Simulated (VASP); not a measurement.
The system is Pt.

```
Pt
1.0
     0.00000    1.96000    1.96000
     1.96000    0.00000    1.96000
     1.96000    1.96000    0.00000
Pt
1
Direct
  0.00000 0.00000 0.00000
```

| Quantity | Value |
| --- | --- |
| Program | VASP 6.6.1 |
| Task | relaxation of cell and atoms |
| Functional | PBE |
| Potentials or basis | VASP PAW PBE potentials, release 64 (Pt) |
| Cutoff | 500 eV |
| k mesh | 9 × 9 × 9 |
| Occupations | fermi-dirac, width 0.1 eV |
| Spin | no spin polarisation |

At the start: pressure 10.0 GPa; volume 15.06 Å³/atom.

Question: How do energy, volume and symmetry change on relaxing?

Answer: Over 4 steps the energy falls by 16.6 meV/atom and the volume is 15.62 Å³/atom (+3.7 %); space group Fm-3m (No. 225, to 0.1 Å) before and after.

The path:
| step | energy change (eV) | largest force (eV/Å) | pressure (GPa) | volume (Å³) |
| --- | --- | --- | --- | --- |
| 1 | 0.0000 | 0.0000 | 9.96 | 15.06 |
| 2 | 0.0840 | 0.0000 | -18.35 | 17.19 |
| 3 | -0.0165 | 0.0000 | -0.34 | 15.64 |
| 4 | -0.0166 | 0.0000 | -0.03 | 15.62 |

Final structure:
```xyz
1
Lattice="0.0000 1.9839 1.9839 1.9839 0.0000 1.9839 1.9839 1.9839 0.0000" Properties=species:S:1:pos:R:3 pbc="T T T"
Pt    0.0000    0.0000    0.0000
```
